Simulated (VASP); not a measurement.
# AlB2N3 (Cmcm) in VASP: relaxation of cell and atoms with PBE

Aim: the relaxation of cell and atoms of AlB2N3 with PBE.

All numbers are computed with VASP 6.6.1; they aren't measurements. Logs are shortened: lines on timing, memory, paths and dates and some standing lists are left out, and cuts for length are marked.

## (1) The cell of the first run

The structure is orthorhombic, space group Cmcm (No. 63). Conventional cell: a = 8.150 Å, b = 4.706 Å, c = 6.767 Å, α = 90.00°, β = 90.00°, γ = 90.00°. Al (site symmetry m2m) has 3 N at 1.79 to 1.80 Å within 2.4 Å. B (site symmetry m) has 3 N at 1.46 to 1.48 Å within 2.0 Å. Within 2.0 Å of N (site symmetry m) lie 2 B at 1.46 Å and 1 Al at 1.79 Å. Within 2.0 Å of N (site symmetry m2m) lie 2 B at 1.48 Å and 1 Al at 1.80 Å.

## (2) Relaxation of cell and atoms, PBE

Input file INCAR:

```
SYSTEM = AlB2N3
PREC = Accurate ; ENCUT = 600
EDIFF = 1E-6 ; ISMEAR = 0
SIGMA = 0.02 ; LREAL = .False.
LASPH = .True. ; NELM = 80
ALGO = Normal ; ISIF = 3
LWAVE = .False. ; LCHARG = .False.
GGA = PE ; IBRION = 2
NSW = 100 ; EDIFFG = -0.01
```

Input file KPOINTS:

```
regular mesh
0
Gamma
  6 6 4
  0 0 0
```

Input file POSCAR:

```
AlB2N3
1.0
    4.0752089352     -2.3527831563      0.0000000000
    4.0752089352      2.3527831563      0.0000000000
    0.0000000000      0.0000000000      6.7673570060
Al B N
2 4 6
Direct
    0.8156324345      0.1843675655      0.2500000000
    0.1843675655      0.8156324345      0.7500000000
    0.1503169879      0.5144369216      0.2500000000
    0.4855630784      0.8496830121      0.2500000000
    0.5144369216      0.1503169879      0.7500000000
    0.8496830121      0.4855630784      0.7500000000
    0.1826114243      0.4352872972      0.7500000000
    0.8012365714      0.1987634286      0.7500000000
    0.5647127028      0.8173885757      0.7500000000
    0.4352872972      0.1826114243      0.2500000000
    0.1987634286      0.8012365714      0.2500000000
    0.8173885757      0.5647127028      0.2500000000
```

Potentials or basis: VASP PAW PBE potentials, release 64 (Al, B, N).

On the command line:

```bash
$ cat potpaw_PBE.64/Al/POTCAR potpaw_PBE.64/B/POTCAR potpaw_PBE.64/N/POTCAR > POTCAR
$ mpirun -np 1 vasp_std > vasp.out
```

OUTCAR:

```text
SYSTEM = AlB2N3
   PREC = Accurate
   ENCUT = 600
   EDIFF = 1E-6
   ISMEAR = 0
   LREAL = .False.
   LASPH = .True.
   NELM = 80
   ISIF = 3
   GGA = PE
   IBRION = 2
   NSW = 100
   EDIFFG = -0.01

 ion  position               nearest neighbor table
   1  0.816  0.184  0.250-  10 1.79  12 1.79  11 1.80   4 2.71   3 2.71   4 2.71   3 2.71   3 2.73
                             4 2.73
   2  0.184  0.816  0.750-   7 1.79   9 1.79   8 1.80   6 2.71   5 2.71   6 2.71   5 2.71   6 2.73
                             5 2.73
   3  0.150  0.514  0.250-  12 1.46  10 1.46  11 1.48   1 2.71   1 2.71   1 2.73
   4  0.486  0.850  0.250-  10 1.46  12 1.46  11 1.48   1 2.71   1 2.71   1 2.73
   5  0.514  0.150  0.750-   9 1.46   7 1.46   8 1.48   2 2.71   2 2.71   2 2.73
   6  0.850  0.486  0.750-   7 1.46   9 1.46   8 1.48   2 2.71   2 2.71   2 2.73
   7  0.183  0.435  0.750-   6 1.46   5 1.46   2 1.79
   8  0.801  0.199  0.750-   5 1.48   6 1.48   2 1.80
   9  0.565  0.817  0.750-   5 1.46   6 1.46   2 1.79
  10  0.435  0.183  0.250-   4 1.46   3 1.46   1 1.79
  11  0.199  0.801  0.250-   3 1.48   4 1.48   1 1.80
  12  0.817  0.565  0.250-   3 1.46   4 1.46   1 1.79

  LATTYP: Found a base centered orthorhombic cell.
 ALAT       =     4.7055663126
 B/A-ratio  =     1.7320801215
 C/A-ratio  =     1.4381599485

  Lattice vectors:

 A1 = (  -4.0752089352,  -2.3527831563,   0.0000000000)
 A2 = (   4.0752089352,  -2.3527831563,   0.0000000000)
 A3 = (   0.0000000000,   0.0000000000,   6.7673570060)

Analysis of symmetry for initial positions (statically):
=====================================================================
 Subroutine PRICEL returns:
 Original cell was already a primitive cell.

 Routine SETGRP: Setting up the symmetry group for a
 base centered orthorhombic supercell.

 Subroutine GETGRP returns: Found  8 space group operations
 (whereof  4 operations were pure point group operations)
 out of a pool of  8 trial point group operations.

The static configuration has the point symmetry C_2h.
 The point group associated with its full space group is D_2h.

Analysis of symmetry for dynamics (positions and initial velocities):
=====================================================================
 Subroutine PRICEL returns:
 Original cell was already a primitive cell.

 Routine SETGRP: Setting up the symmetry group for a
 base centered orthorhombic supercell.

 Subroutine GETGRP returns: Found  8 space group operations
 (whereof  4 operations were pure point group operations)
 out of a pool of  8 trial point group operations.

The dynamic configuration has the point symmetry C_2h.
 The point group associated with its full space group is D_2h.

 Subroutine INISYM returns: Found  8 space group operations
 (whereof  4 operations are pure point group operations),
 and found     1 'primitive' translations

----------------------------------------------------------------------------------------

                                     Primitive cell

  volume of cell :     129.7720

  direct lattice vectors                    reciprocal lattice vectors
     4.075208935 -2.352783156  0.000000000     0.122693096 -0.212514272  0.000000000
     4.075208935  2.352783156  0.000000000     0.122693096  0.212514272  0.000000000
     0.000000000  0.000000000  6.767357006     0.000000000  0.000000000  0.147768176

  length of vectors
     4.705626042  4.705626042  6.767357006     0.245389306  0.245389306  0.147768176

  position of ions in fractional coordinates (direct lattice)
     0.815632435  0.184367565  0.250000000
     0.184367565  0.815632435  0.750000000
     0.150316988  0.514436922  0.250000000
     0.485563078  0.849683012  0.250000000
     0.514436922  0.150316988  0.750000000
     0.849683012  0.485563078  0.750000000
     0.182611424  0.435287297  0.750000000
     0.801236571  0.198763429  0.750000000
     0.564712703  0.817388576  0.750000000
     0.435287297  0.182611424  0.250000000
     0.198763429  0.801236571  0.250000000
     0.817388576  0.564712703  0.250000000

  ion indices of the primitive-cell ions
   primitive index   ion index
                 1           1
                 2           2
                 3           3
                 4           4
[... 29 lines left out ...]

 Subroutine IBZKPT returns following result:
 ===========================================

 Found     39 irreducible k-points:

 Following reciprocal coordinates:
            Coordinates               Weight
  0.000000  0.000000  0.000000      1.000000
  0.166667  0.000000  0.000000      4.000000
  0.333333  0.000000  0.000000      4.000000
  0.500000  0.000000  0.000000      2.000000
  0.166667  0.166667  0.000000      2.000000
  0.333333  0.166667  0.000000      4.000000
[... 16 lines left out ...]
  0.333333  0.333333  0.250000      4.000000
  0.500000  0.333333  0.250000      8.000000
 [... further k-points ...]
   k-points           NKPTS =     39   k-points in BZ     NKDIM =     39   number of bands    NBANDS=     31
   number of dos      NEDOS =    301   number of ions     NIONS =     12
   total plane-waves  NPLWV =  86400
   dimension x,y,z NGX =    40 NGY =   40 NGZ =   54
   dimension x,y,z NGXF=    80 NGYF=   80 NGZF=  108
   ions per type =               2   4   6
   NGX,Y,Z   is equivalent  to a cutoff of  14.13, 14.13, 13.27 a.u.
   NGXF,Y,Z  is equivalent  to a cutoff of  28.26, 28.26, 26.53 a.u.
 SYSTEM =  AlB2N3
   PREC   = accura    normal or accurate (medium, high low for compatibility)
   ISTART =      0    job   : 0-new  1-cont  2-samecut
   ICHARG =      2    charge: 1-file 2-atom 10-const
   ISPIN  =      1    spin polarized calculation?
   LNONCOLLINEAR =      F non collinear calculations
   LSORBIT =      F    spin-orbit coupling
   LASPH  =      T    aspherical Exc in radial PAW
   ENCUT  =  600.0 eV  44.10 Ry    6.64 a.u.   9.40  9.40 13.52*2*pi/ulx,y,z
   NELM   =     80;   NELMIN=  2; NELMDL= -5     # of ELM steps
   EDIFF  = 0.1E-05   stopping-criterion for ELM
   LREAL  =      F    real-space projection
   EDIFFG = -.1E-01   stopping-criterion for IOM
   NSW    =    100    number of steps for IOM
   IBRION =      2    ionic relax: 0-MD 1-quasi-New 2-CG
   NFREE  =      1    steps in history (QN), initial steepest desc. (CG)
   ISIF   =      3    stress and relaxation
   ISYM   =      2    0-nonsym 1-usesym 2-fastsym
   POTIM  = 0.5000    time-step for ionic-motion
   TEBEG  =    0.0;   TEEND  =   0.0 temperature during run
   PSTRESS=    0.0 pullay stress
   NELECT =      48.0000    total number of electrons
   NUPDOWN=      -1.0000    fix difference up-down
   EMIN   =  10.00;   EMAX   =-10.00  energy-range for DOS
   EFERMI =   0.00;   METHOD = LEGACY
   ISMEAR =     0;   SIGMA  =   0.02  broadening in eV -4-tet -1-fermi 0-gaus
   EFERMI_NEDOS =   21; number of points for ismear=-14 and -15
   IALGO  =     38    algorithm
   IMIX   =      4    mixing-type and parameters
     AMIX     =   0.40;   BMIX     =  1.00
     AMIX_MAG =   1.60;   BMIX_MAG =  1.00
  volume/ion in A,a.u.               =      10.81        72.98
  Fermi-wavevector in a.u.,A,eV,Ry     =   1.175154  2.220720 18.789483  1.380988
  Thomas-Fermi vector in A             =   2.311540
   LORBIT       =      0    0 simple, 1 ext, 2 COOP (PROOUT), +10 PAW based schemes
   GGA     = PE    functional components
   LHFCALC =     F    Hartree Fock is set to
   AEXX    =    0.0000 exact exchange contribution
   IVDW    =     0    specifies the selected vdW correction
   LEPSILON=     F    determine dielectric tensor
   LRPA    =     F    only Hartree local field effects (RPA)
 conjugate gradient relaxation of ions
 non-spin polarized calculation
 Gauss-broadening in eV      SIGMA  =   0.02
  energy-cutoff  :      600.00
  volume of cell :      129.77
 maximum number of plane-waves:      4353
 NGX is ok and might be reduce to    40
   NGX = 19   NGY = 19   NGZ = 27

--------------------------------------- Ionic step        1  -------------------------------------------

 number of electron      48.0000005 magnetization

 Free energy of the ion-electron system (eV)
  ---------------------------------------------------
  ext. energy  EPLUGINS =         0.00000000
  ---------------------------------------------------
  free energy    TOTEN  =       -96.80937288 eV

  energy without entropy =      -96.80937288  energy(sigma->0) =      -96.80937288

------------------------ aborting loop because EDIFF is reached ----------------------------------------

  FORCE on cell =-STRESS in cart. coord.  units (eV):
  Direction    XX          YY          ZZ          XY          YZ          ZX
  --------------------------------------------------------------------------------------
  -------------------------------------------------------------------------------------
  Total       -0.1218104     -0.1267236     -0.1612799      0.0000000      0.0000000      0.0000000
  in kB       -1.5038829     -1.5645414     -1.9911769      0.0000000      0.0000000      0.0000000
  external PRESSURE =      -1.6865337 kB  Pullay stress =       0.0000000 kB
[... 119 lines left out ...]
  FREE ENERGIE OF THE ION-ELECTRON SYSTEM (eV)
  ---------------------------------------------------
  free  energy   TOTEN  =       -96.8094557198 eV

  energy  without entropy=      -96.8094557198  energy(sigma->0) =      -96.80945572

[... ionic steps 4 to 10 ...]

--------------------------------------- Ionic step       11  -------------------------------------------

 number of electron      48.0000001 magnetization

------------------------ aborting loop because EDIFF is reached ----------------------------------------
[... 87 lines left out ...]
--------------------------------------- Ionic step       13  -------------------------------------------

 number of electron      48.0000000 magnetization

 Free energy of the ion-electron system (eV)
  ---------------------------------------------------
  ext. energy  EPLUGINS =         0.00000000
  ---------------------------------------------------
  free energy    TOTEN  =       -96.81082089 eV

  energy without entropy =      -96.81082089  energy(sigma->0) =      -96.81082089

 E-fermi :   3.0976     XC(G=0):  -9.8261

 val. band max:        2.9783801234   @ k =   0.1667   0.1667   0.0000
 cond. band min:       6.4896803290   @ k =   0.0000   0.0000   0.0000
 fundamental gap:      3.5113002056
 Fermi energy:         3.0975563917

 k-point     1 :       0.0000    0.0000    0.0000
  band No.  band energies     occupation
      1     -13.6756      2.00000
      2     -13.3481      2.00000
      3     -10.5893      2.00000
      4     -10.5675      2.00000
      5     -10.5576      2.00000
      6     -10.5222      2.00000
[... 805 lines left out ...]
     30       9.9911      0.00000
     31      10.6851      0.00000

 [... further k-points ...]

------------------------ aborting loop because EDIFF is reached ----------------------------------------

  FORCE on cell =-STRESS in cart. coord.  units (eV):
  Direction    XX          YY          ZZ          XY          YZ          ZX
  --------------------------------------------------------------------------------------
  -------------------------------------------------------------------------------------
  Total        0.0319477     -0.0330996     -0.0041138      0.0000000      0.0000000      0.0000000
  in kB        0.4013327     -0.4158023     -0.0516787      0.0000000      0.0000000      0.0000000
  external PRESSURE =      -0.0220494 kB  Pullay stress =       0.0000000 kB
[... 27 lines left out ...]
  FREE ENERGIE OF THE ION-ELECTRON SYSTEM (eV)
  ---------------------------------------------------
  free  energy   TOTEN  =       -96.8108208943 eV

  energy  without entropy=      -96.8108208943  energy(sigma->0) =      -96.81082089

 reached required accuracy - stopping structural energy minimisation
```

It took 21 min on 1 thread of Intel Xeon Platinum 8375C at 2.90GHz (Ice Lake), shared host; peak memory 0.39 GiB.

What came out:

| Property | Result |
| --- | --- |
| Free energy | -96.8108 eV |
| Relaxed volume | 10.63 Å³/atom |
| Relaxed cell | a = 4.705 Å, b = 4.705 Å, c = 6.651 Å, α = 90.00°, β = 90.00°, γ = 60.01° |
| Space group after relaxing (to 0.05 Å) | Cmcm (No. 63) |
| Energy gained by relaxing | 0.1 meV/atom |
| Ionic steps | 13 |
| Pressure after relaxing | 0.0 GPa |
| Largest force after relaxing | 0.007 eV/Å |
| Band gap on the k mesh | 3.51 eV, indirect (least direct gap 3.63 eV) |

Forces on the atoms (eV/Å):
```
Al   0.000  0.005  0.000
Al   0.000 -0.005  0.000
B    0.006 -0.001  0.000
B   -0.006 -0.001  0.000
B    0.006  0.001  0.000
B   -0.006  0.001  0.000
N   -0.004  0.003  0.000
N    0.000  0.003  0.000
N    0.004  0.003  0.000
N   -0.004 -0.003  0.000
N    0.000 -0.003  0.000
N    0.004 -0.003  0.000
```

The path:
| step | energy change (eV) | largest force (eV/Å) | pressure (GPa) | volume (Å³) |
| --- | --- | --- | --- | --- |
| 1 | 0.0000 | 0.0131 | -0.17 | 129.77 |
| 2 | -0.0001 | 0.0118 | 0.13 | 129.56 |
| 3 | -0.0001 | 0.0028 | 0.02 | 129.64 |
| 4 | -0.0002 | 0.0114 | -0.01 | 129.54 |
| 5 | -0.0004 | 0.0481 | -0.10 | 129.24 |
| 6 | -0.0004 | 0.0467 | -0.12 | 129.20 |
| 7 | -0.0005 | 0.0429 | -0.11 | 129.10 |
| 8 | -0.0008 | 0.0413 | -0.11 | 128.88 |
| 9 | -0.0011 | 0.0455 | -0.12 | 128.46 |
| 10 | -0.0012 | 0.0544 | -0.13 | 127.61 |
| 11 | -0.0012 | 0.0512 | -0.13 | 127.93 |
| 12 | -0.0014 | 0.0207 | -0.05 | 127.68 |
| 13 | -0.0014 | 0.0067 | 0.00 | 127.54 |

Final structure:
```
Al B N
1.0
     4.07443   -2.35308    0.00000
     4.07443    2.35308    0.00000
     0.00000    0.00000    6.65139
Al B N
2 4 6
Direct
  0.81562 0.18438 0.25000
  0.18438 0.81562 0.75000
  0.15029 0.51423 0.25000
  0.48577 0.84971 0.25000
  0.51423 0.15029 0.75000
  0.84971 0.48577 0.75000
  0.18262 0.43531 0.75000
  0.80126 0.19874 0.75000
  0.56469 0.81738 0.75000
  0.43531 0.18262 0.25000
  0.19874 0.80126 0.25000
  0.81738 0.56469 0.25000
```

Levels at points of the mesh, in eV from the valence-band top:
| k point | band 22 | band 23 | band 24 | band 25 | band 26 | band 27 |
| --- | --- | --- | --- | --- | --- | --- |
| (0.00, 0.00, 0.00) | -0.31 | -0.29 | -0.12 | 3.51 | 3.93 | 4.14 |
| (0.50, 0.00, 0.00) | -1.40 | -1.02 | -0.28 | 4.37 | 4.96 | 5.71 |
| (0.50, 0.50, 0.00) | -1.43 | -0.44 | -0.41 | 4.57 | 4.81 | 5.55 |
| (0.00, 0.00, 0.50) | -0.27 | -0.09 | -0.09 | 3.77 | 3.77 | 4.91 |
| (0.50, 0.00, 0.50) | -1.49 | -0.71 | -0.71 | 4.54 | 4.54 | 6.17 |
| (0.50, 0.50, 0.50) | -1.43 | -0.58 | -0.58 | 4.52 | 4.52 | 6.00 |
